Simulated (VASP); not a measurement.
Here is a VASP 6.6.1 calculation.

Contents of INCAR:

```
PREC = Accurate
ENCUT = 520
EDIFF = 1E-6
ISMEAR = 0
SIGMA = 0.1
LREAL = False
LASPH = True
NELM = 60
ALGO = Normal
ISIF = 2
LWAVE = False
LCHARG = False
GGA = PE
NBANDS = 66
```

Contents of KPOINTS:

```
Automatic mesh
0
Gamma
  4 4 4
```

The input POSCAR:

```
Ge
1.0
    0.0000000000      6.3383725900      6.3383725900
    6.3383725900      0.0000000000      6.3383725900
    6.3383725900      6.3383725900      0.0000000000
Ge
8
Direct
    0.8062530200      0.0645823300      0.0645823300
    0.1854176700      0.1854176700      0.1854176700
    0.1854176700      0.1854176700      0.4437469800
    0.1854176700      0.4437469800      0.1854176700
    0.0645823300      0.8062530200      0.0645823300
    0.0645823300      0.0645823300      0.0645823300
    0.0645823300      0.0645823300      0.8062530200
    0.4437469800      0.1854176700      0.1854176700
```

Potentials or basis: VASP PAW PBE potentials, release 64 (Ge_d).

The run is started by

```sh
$ cat potpaw_PBE.64/Ge_d/POTCAR > POTCAR
$ mpirun -np 1 vasp_std > vasp.out
```

(1) Predict the band gap on the k mesh.

(2) What does it give for the pressure?

(3) Estimate the largest force.

Results:

(1) zero (bands 56 and 57 overlap by 0.04 eV).

(2) 3.8 GPa.

(3) 6.118 eV/Å.

Caveat: the cell stands under pressure; semilocal functionals underestimate gaps, so a narrow gap can read as zero; forces of over 1 eV/Å act on the atoms, so gaps and moduli don't describe the material at rest.
